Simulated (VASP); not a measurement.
Rh, 3 atoms in the cell. Symmetry: P6/mmm, No. 191, hexagonal system. Conventional cell: a = 4.358 Å, b = 4.358 Å, c = 2.675 Å, α = 90.00°, β = 90.00°, γ = 120.00°. Within 3.5 Å of Rh (site symmetry 6/mmm) lie 14 Rh at 2.68 to 2.85 Å. Rh (site symmetry -6m2) has 11 Rh at 2.52 to 2.85 Å within 3.3 Å. This isn't the form of Rh at room conditions, which is fcc.

```yaml
Program: VASP 6.6.1
Task: single point
Functional: revPBE
Potentials_or_basis: VASP PAW PBE potentials, release 64 (Rh_pv)
Cutoff: 520 eV
k_mesh: 10 × 10 × 13
Occupations: fermi-dirac, width 0.1 eV
Spin: no spin polarisation
Dipole_correction: no
Further_INCAR_settings: ALGO = Normal; EDIFF = 1e-06; NBANDS = 30
```

Potentials or basis: VASP PAW PBE potentials, release 64 (Rh_pv).

Run with:

```bash
$ cat potpaw_PBE.64/Rh_pv/POTCAR > POTCAR
$ mpirun -np 1 vasp_std > vasp.out
```

Hardware: 1 thread of Intel Xeon 8259CL, on a shared host.

Q: How long does it take, and how much memory?

A: Run time: 100 s on 1 thread of Intel Xeon 8259CL, with other jobs on the host, peak memory 0.22 GiB. Counts: scf iterations 12, k points 98.
